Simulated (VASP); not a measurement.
# AlW3 (Pm-3m) in VASP: relaxation of cell and atoms with PBE

Aim: the relaxation of cell and atoms of AlW3 with PBE.

Program: VASP 6.6.1. These are calculated values, not measurements. Logs are shortened: lines on timing, memory, paths and dates and some standing lists are left out, and cuts for length are marked.

## 1. The cell of the first run

The structure is cubic, space group Pm-3m (No. 221). The conventional cell has a = 4.586 Å, b = 4.586 Å, c = 4.586 Å, α = 90.00°, β = 90.00°, γ = 90.00°. Within 3.0 Å of Al (site symmetry m-3m) lie 6 W at 2.29 Å. Within 3.0 Å of W (site symmetry 4/mmm) lie 2 Al at 2.29 Å.

The cell was built from a structure type or drawn by symmetry, and may not be a known phase.

## 2. Relaxation of cell and atoms, PBE

Contents of INCAR:

```
SYSTEM = AlW3
PREC     = Accurate       ! precision mode
ENCUT    = 600            ! plane-wave cutoff, eV
EDIFF    = 1E-6           ! SCF threshold, eV
ISMEAR   = 0              ! smearing method
SIGMA    = 0.1            ! smearing width, eV
LREAL    = .FALSE.        ! projectors in reciprocal space
LASPH    = .TRUE.         ! aspherical terms in the spheres
NELM     = 100            ! most SCF steps
ALGO     = Fast           ! electronic algorithm
ISIF     = 3              ! what is computed and relaxed
LWAVE    = .FALSE.        ! write WAVECAR
LCHARG   = .FALSE.        ! write CHGCAR
GGA      = PE             ! functional
IBRION   = 2              ! ionic algorithm
NSW      = 100            ! ionic steps
EDIFFG   = -0.01          ! ionic threshold
```

Contents of KPOINTS:

```
Automatic mesh
0
G
  10 10 10
  0 0 0
```

Contents of POSCAR:

```
AlW3
1.0
    4.5855805109      0.0000000000      0.0000000000
    0.0000000000      4.5855805109      0.0000000000
    0.0000000000      0.0000000000      4.5855805109
Al W
1 3
Direct
    0.0000000000      0.0000000000      0.0000000000
    0.5000000000      0.0000000000      0.0000000000
    0.0000000000      0.5000000000      0.0000000000
    0.0000000000      0.0000000000      0.5000000000
```

Potentials or basis: VASP PAW PBE potentials, release 64 (Al, W_sv).

Command:

```
$ cat potpaw_PBE.64/Al/POTCAR potpaw_PBE.64/W_sv/POTCAR > POTCAR
$ mpirun -np 1 vasp_std > vasp.out
```

OUTCAR:

```text
SYSTEM = AlW3
   PREC = Accurate
   ENCUT = 600
   EDIFF = 1E-6
   ISMEAR = 0
   LREAL = .FALSE.
   LASPH = .TRUE.
   NELM = 100
   ISIF = 3
   GGA = PE
   IBRION = 2
   NSW = 100
   EDIFFG = -0.01

 ion  position               nearest neighbor table
   1  0.000  0.000  0.000-   2 2.29   3 2.29   4 2.29   4 2.29   3 2.29   2 2.29
   2  0.500  0.000  0.000-   1 2.29   1 2.29   4 3.24   4 3.24   3 3.24   3 3.24   3 3.24   4 3.24
                             4 3.24   3 3.24
   3  0.000  0.500  0.000-   1 2.29   1 2.29   4 3.24   4 3.24   2 3.24   2 3.24   4 3.24   4 3.24
                             2 3.24   2 3.24
   4  0.000  0.000  0.500-   1 2.29   1 2.29   3 3.24   2 3.24   2 3.24   3 3.24   3 3.24   3 3.24
                             2 3.24   2 3.24

  LATTYP: Found a simple cubic cell.
 ALAT       =     4.5855805109

  Lattice vectors:

 A1 = (   4.5855805109,   0.0000000000,   0.0000000000)
 A2 = (   0.0000000000,   4.5855805109,   0.0000000000)
 A3 = (   0.0000000000,   0.0000000000,   4.5855805109)

Analysis of symmetry for initial positions (statically):
=====================================================================
 Subroutine PRICEL returns:
 Original cell was already a primitive cell.

 Routine SETGRP: Setting up the symmetry group for a
 simple cubic supercell.

 Subroutine GETGRP returns: Found 48 space group operations
 (whereof 48 operations were pure point group operations)
 out of a pool of 48 trial point group operations.

The static configuration has the point symmetry O_h .

Analysis of symmetry for dynamics (positions and initial velocities):
=====================================================================
 Subroutine PRICEL returns:
 Original cell was already a primitive cell.

 Routine SETGRP: Setting up the symmetry group for a
 simple cubic supercell.

 Subroutine GETGRP returns: Found 48 space group operations
 (whereof 48 operations were pure point group operations)
 out of a pool of 48 trial point group operations.

The dynamic configuration has the point symmetry O_h .

 Subroutine INISYM returns: Found 48 space group operations
 (whereof 48 operations are pure point group operations),
 and found     1 'primitive' translations

----------------------------------------------------------------------------------------

                                     Primitive cell

  volume of cell :      96.4235

  direct lattice vectors                    reciprocal lattice vectors
[... 101 lines left out ...]
   PSTRESS=    0.0 pullay stress
   NELECT =      45.0000    total number of electrons
   NUPDOWN=      -1.0000    fix difference up-down
   EMIN   =  10.00;   EMAX   =-10.00  energy-range for DOS
   EFERMI =   0.00;   METHOD = LEGACY
   ISMEAR =     0;   SIGMA  =   0.10  broadening in eV -4-tet -1-fermi 0-gaus
   EFERMI_NEDOS =   21; number of points for ismear=-14 and -15
   IALGO  =     68    algorithm
   IMIX   =      4    mixing-type and parameters
     AMIX     =   0.40;   BMIX     =  1.00
     AMIX_MAG =   1.60;   BMIX_MAG =  1.00
  volume/ion in A,a.u.               =      24.11       162.67
  Fermi-wavevector in a.u.,A,eV,Ry     =   1.269847  2.399663 21.939544  1.612511
  Thomas-Fermi vector in A             =   2.402866
   LORBIT       =      0    0 simple, 1 ext, 2 COOP (PROOUT), +10 PAW based schemes
   GGA     = PE    functional components
   LHFCALC =     F    Hartree Fock is set to
   AEXX    =    0.0000 exact exchange contribution
   IVDW    =     0    specifies the selected vdW correction
   LEPSILON=     F    determine dielectric tensor
   LRPA    =     F    only Hartree local field effects (RPA)
 conjugate gradient relaxation of ions
 non-spin polarized calculation
 RMM-DIIS sequential band-by-band and
 Gauss-broadening in eV      SIGMA  =   0.10
  energy-cutoff  :      600.00
  volume of cell :       96.42
 maximum number of plane-waves:      3244
 NGX is ok and might be reduce to    40
   NGX = 19   NGY = 19   NGZ = 19

--------------------------------------- Ionic step        1  -------------------------------------------

 number of electron      44.9999997 magnetization

 Free energy of the ion-electron system (eV)
  ---------------------------------------------------
  ext. energy  EPLUGINS =         0.00000000
  ---------------------------------------------------
  free energy    TOTEN  =       -29.89350840 eV

  energy without entropy =      -29.86075129  energy(sigma->0) =      -29.87712985

------------------------ aborting loop because EDIFF is reached ----------------------------------------

  FORCE on cell =-STRESS in cart. coord.  units (eV):
  Direction    XX          YY          ZZ          XY          YZ          ZX
  --------------------------------------------------------------------------------------
  -------------------------------------------------------------------------------------
  Total        0.2233717      0.2233717      0.2233717     -0.0000000     -0.0000000     -0.0000000
  in kB        3.7115533      3.7115533      3.7115533     -0.0000000     -0.0000000     -0.0000000
  external PRESSURE =       3.7115533 kB  Pullay stress =       0.0000000 kB
[... 63 lines left out ...]
--------------------------------------- Ionic step        3  -------------------------------------------

 number of electron      44.9999998 magnetization

 Free energy of the ion-electron system (eV)
  ---------------------------------------------------
  ext. energy  EPLUGINS =         0.00000000
  ---------------------------------------------------
  free energy    TOTEN  =       -29.89385650 eV

  energy without entropy =      -29.86098927  energy(sigma->0) =      -29.87742288

 E-fermi :   4.9060     XC(G=0): -10.3002

 val. band max:        4.9011097150   @ k =   0.5000   0.2000   0.0000
 cond. band min:       4.9163322137   @ k =   0.5000   0.5000   0.2000
 fundamental gap:      0.0152224987
 Fermi energy:         4.9060421554

 k-point     1 :       0.0000    0.0000    0.0000
  band No.  band energies     occupation
      1     -69.2681      2.00000
      2     -69.2504      2.00000
      3     -69.2504      2.00000
      4     -33.5427      2.00000
      5     -33.5427      2.00000
      6     -33.5427      2.00000
[... 709 lines left out ...]
     26       5.9644      0.00000
     27       6.1515      0.00000

 [... further k-points ...]

------------------------ aborting loop because EDIFF is reached ----------------------------------------

  FORCE on cell =-STRESS in cart. coord.  units (eV):
  Direction    XX          YY          ZZ          XY          YZ          ZX
  --------------------------------------------------------------------------------------
  -------------------------------------------------------------------------------------
  Total        0.0183169      0.0183169      0.0183169      0.0000000     -0.0000000      0.0000000
  in kB        0.3033289      0.3033289      0.3033289      0.0000000     -0.0000000      0.0000000
  external PRESSURE =       0.3033289 kB  Pullay stress =       0.0000000 kB
[... 19 lines left out ...]
  FREE ENERGIE OF THE ION-ELECTRON SYSTEM (eV)
  ---------------------------------------------------
  free  energy   TOTEN  =       -29.8938564972 eV

  energy  without entropy=      -29.8609892703  energy(sigma->0) =      -29.87742288

 reached required accuracy - stopping structural energy minimisation
```

OSZICAR:

```text
N       E                     dE             d eps       ncg     rms          rms(c)
DAV:   1     0.542577434241E+03    0.54258E+03   -0.28541E+04  3192   0.185E+03
DAV:   2    -0.984959268420E+01   -0.55243E+03   -0.54502E+03  3378   0.542E+02
DAV:   3    -0.336464731552E+02   -0.23797E+02   -0.22619E+02  3926   0.103E+02
[... 35 lines left out ...]
RMM:   4    -0.298939821120E+02   -0.26580E-03   -0.25026E-03  3069   0.314E-01    0.144E-01
RMM:   5    -0.298938372700E+02    0.14484E-03   -0.13142E-03  3513   0.220E-01    0.146E-02
RMM:   6    -0.298938625197E+02   -0.25250E-04   -0.25396E-04  3823   0.883E-02    0.338E-02
RMM:   7    -0.298938586496E+02    0.38701E-05   -0.34861E-05  3597   0.417E-02    0.260E-02
RMM:   8    -0.298938558403E+02    0.28093E-05   -0.23540E-05  3027   0.316E-02    0.656E-03
RMM:   9    -0.298938564972E+02   -0.65688E-06   -0.46051E-06  2400   0.149E-02
   3 F= -.29893856E+02 E0= -.29877423E+02  d E =-.348094E-03
```

It took 8.9 min on 1 thread of Intel Xeon 6975P-C (Granite Rapids), shared host; peak memory 0.34 GiB.

Results:

```yaml
Free_energy: -29.8939 eV
Relaxed_volume: 24.19 Å³/atom
Relaxed_cell: a = 4.591 Å, b = 4.591 Å, c = 4.591 Å, α = 90.00°, β = 90.00°, γ = 90.00°
Space_group_after_relaxing_to_0.1_Å: Pm-3m (No. 221)
Energy_gained_by_relaxing: 0.1 meV/atom
Ionic_steps: 3
Pressure_after_relaxing: 0.0 GPa
Band_gap_on_the_k_mesh: zero (an odd number of electrons rules out a gap without spin polarisation)
```

Step by step:
```csv
step,energy change (eV),largest force (eV/Å),pressure (GPa),volume (Å³)
1,0.0000,0.0000,0.37,96.42
2,0.0004,0.0000,-0.53,97.20
3,-0.0003,0.0000,0.03,96.75
```

Final structure:
```xyz
4
Lattice="4.5907 0.0000 0.0000 0.0000 4.5907 0.0000 0.0000 0.0000 4.5907" Properties=species:S:1:pos:R:3 pbc="T T T"
Al    0.0000    0.0000    0.0000
W     2.2954    0.0000    0.0000
W     0.0000    2.2954    0.0000
W     0.0000    0.0000    2.2954
```

Levels at points of the mesh, in eV from the Fermi level:
```tsv
k point	band 19	band 20	band 21	band 22	band 23	band 24	band 25	band 26
(0.00, 0.00, 0.00)	-1.98	0.36	0.36	0.59	0.59	0.59	0.99	0.99
(0.50, 0.00, 0.00)	-1.59	-1.59	-1.41	-0.56	0.03	0.38	0.52	0.97
(0.50, 0.50, 0.00)	-1.08	-0.99	-0.99	-0.68	-0.23	-0.23	0.30	0.57
(0.50, 0.50, 0.50)	-0.61	-0.61	-0.12	-0.12	-0.12	1.11	1.11	1.11
```

Caveat: spin-orbit coupling is left out, which moves the levels of the heavy elements.
